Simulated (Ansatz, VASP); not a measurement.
Two plane-wave programs on GaAs

```
CELL_PARAMETERS angstrom
0.00000 2.87500 2.87500
2.87500 0.00000 2.87500
2.87500 2.87500 0.00000
ATOMIC_POSITIONS crystal
Ga 0.00000 0.00000 0.00000
As 0.25000 0.25000 0.25000
```

Alike in both runs: task relaxation of cell and atoms; functional PBE; k mesh 16 × 16 × 16; occupations gaussian, width 0.02 eV; no spin polarisation.

```csv
,VASP,Ansatz
version,VASP 6.6.1,Ansatz 0.2.0
potentials or method,"VASP PAW PBE potentials, release 64 (Ga_d, As)","scalar-relativistic, plane waves, PAW"
plane-wave cutoff (eV),600,420
valence electrons in the cell,18,28
```

```tsv
	VASP	Ansatz	Ansatz less VASP
gap on the k mesh at the Fermi level, each at its own relaxed structure (eV)	0.15	0.16	+0.014
relaxed volume (Å³/atom)	23.76	23.71	-0.053
relaxed cell length with the largest relative difference (Å)	4.066	4.063	-0.0030
```

VASP's potentials hold 18 valence electrons a cell and Ansatz's 28, so a difference there can come from the potentials and not from the codes.

Noted on VASP's run: the relaxation stopped at its first step, so nothing moved.
